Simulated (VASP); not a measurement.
**TiAl3: single point with LDA**

TiAl3:

```xyz
4
Lattice="-1.7509 1.8893 4.2418 1.7509 -1.8893 4.2418 1.7509 1.8893 -4.2418" Properties=species:S:1:pos:R:3 pbc="T T T"
Ti    0.0000    0.0000    0.0000
Al    0.0000    0.0000    4.2418
Al    0.0000    1.8893    2.1209
Al    1.7509    0.0000    2.1209
```

This cell differs from its parent crystal: normal strain along x -0.0733, normal strain along y +0.0000.

```yaml
Program: VASP 6.6.1
Task: single point
Functional: LDA
Potentials_or_basis: VASP PAW LDA potentials, release 64 (Ti_sv, Al)
Cutoff: 520 eV
k_mesh: 14 × 14 × 14
Occupations: gaussian, width 0.15 eV
Spin: no spin polarisation
Dipole_correction: no
Further_INCAR_settings: ALGO = Fast; EDIFF = 1e-06; NBANDS = 18
```

| Item | Value |
| --- | --- |
| Pressure | 10.9 GPa |
| Largest force | 0.057 eV/Å |
| Band gap on the k mesh | zero (an odd number of electrons rules out a gap without spin polarisation) |

Forces in eV/Å, atoms in the order of the input:
```
Ti   0.000  0.000  0.000
Al   0.000  0.000  0.000
Al   0.000  0.000  0.057
Al   0.000  0.000 -0.057
```

Stress tensor (GPa, compression positive):
```
17.57  0.00  0.00
 0.00  9.78  0.00
 0.00  0.00  5.26
```

Levels at points of the mesh, in eV from the Fermi level:
```
           k point  band 9  band 10  band 11  band 12  band 13  band 14
(0.00, 0.00, 0.00)   -1.60    -0.67     1.01     1.59     1.90     2.92
(0.50, 0.00, 0.00)   -0.62    -0.46     0.81     1.75     3.06     3.08
(0.00, 0.50, 0.00)   -1.39    -0.53     0.45     1.96     2.56     2.89
(0.50, 0.50, 0.00)   -2.62    -2.38    -1.23     1.83     2.58     2.66
(0.50, 0.50, 0.50)   -0.33     0.13     0.55     0.97     1.13     3.10
```

It took 13 min on 1 thread of Intel(R) Xeon(R) Platinum 8488C (Sapphire Rapids), with other jobs on the host, peak memory 0.51 GiB.

Caveat: the cell differs from its parent crystal (normal strain along x -0.0733, normal strain along y +0.0000); the cell stands under pressure.
